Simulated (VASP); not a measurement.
Write the native input for VASP 6.6.1 that does the following.

```
Task                   : single point
Functional             : PBE
Potentials or basis    : VASP PAW PBE potentials, release 64 (Cd, S)
Cutoff                 : 500 eV
k mesh                 : 6 × 6 × 6
Occupations            : fermi-dirac, width 0.05 eV
Spin                   : no spin polarisation
Dipole correction      : no
Further INCAR settings : ALGO = Normal; EDIFF = 1e-06; NBANDS = 16
```

The structure of CdS (Hawleyite) lies in POSCAR:

```
CdS
1.0
    0.0000000000      2.9748300000      2.9165000000
    2.9748300000      0.0000000000      2.9165000000
    2.9748300000      2.9748300000      0.0000000000
Cd S
1 1
Direct
    0.0000000000      0.0000000000      0.0000000000
    0.2500000000      0.2500000000      0.2500000000
```

These files were run (other wordings do the same):

INCAR

```
SYSTEM = CdS
PREC = Accurate
ENCUT = 500
EDIFF = 1E-6
ISMEAR = -1
SIGMA = 0.05
LREAL = .FALSE.
LASPH = .TRUE.
NELM = 120
ALGO = Normal
ISIF = 2
LWAVE = .FALSE.
LCHARG = .FALSE.
GGA = PE
NBANDS = 16
GGA_COMPAT = .FALSE.
```

KPOINTS

```
Automatic mesh
0
G
  6 6 6
  0 0 0
```

Potentials or basis: VASP PAW PBE potentials, release 64 (Cd, S).

Launch:

```console
$ cat potpaw_PBE.64/Cd/POTCAR potpaw_PBE.64/S/POTCAR > POTCAR
$ mpirun -np 1 vasp_std > vasp.out
```

It gave:

| Property | Result |
| --- | --- |
| Pressure | 0.7 GPa |
| Band gap on the k mesh | 1.02 eV, direct |

Wall time 14 s on 1 thread of Intel(R) Xeon(R) 6975P-C (Granite Rapids) (shared host), peak memory 0.17 GiB.
